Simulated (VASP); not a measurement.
Wanted: the native input for a VASP 6.6.1 run.

| Quantity | Value |
| --- | --- |
| Task | single point |
| Functional | PBE |
| Potentials or basis | VASP PAW PBE potentials, release 64 (Li_sv, H) |
| Cutoff | 520 eV |
| k mesh | 10 × 10 × 10 |
| Occupations | gaussian, width 0.05 eV |
| Spin | no spin polarisation |
| Dipole correction | no |
| Further INCAR settings | ALGO = Normal; EDIFF = 1e-07; NBANDS = 9 |

The structure of LiH lies in POSCAR:

```
LiH
1.0
    0.0000000000      2.0528250000      2.0325000000
    2.0528250000      0.0000000000      2.0325000000
    2.0528250000      2.0528250000      0.0000000000
Li H
1 1
Direct
    0.0000000000      0.0000000000      0.0000000000
    0.5000000000      0.5000000000      0.5000000000
```

This cell differs from its parent crystal: strain +0.0100 x Voigt [1, 1, 0, 0, 0, 0].

These files were run (other wordings do the same):

INCAR

```
PREC = Accurate
ENCUT = 520
EDIFF = 1E-7
ISMEAR = 0
SIGMA = 0.05
LREAL = False
LASPH = True
NELM = 80
ALGO = Normal
ISIF = 2
LWAVE = False
LCHARG = False
GGA = PE
NBANDS = 9
```

KPOINTS

```
regular mesh
0
Gamma
  10 10 10
```

Potentials or basis: VASP PAW PBE potentials, release 64 (Li_sv, H).

Command:

```console
$ cat potpaw_PBE.64/Li_sv/POTCAR potpaw_PBE.64/H/POTCAR > POTCAR
$ mpirun -np 1 vasp_std > vasp.out
```

Results of the run:

* Band gap on the k mesh: 2.93 eV (least direct gap 3.00 eV)

Caveat: the cell differs from its parent crystal (strain +0.0100 x Voigt [1, 1, 0, 0, 0, 0]).

Wall time 5.6 s on 1 thread of Intel(R) Xeon(R) 6975P-C (Granite Rapids) (shared host), peak memory 0.13 GiB.
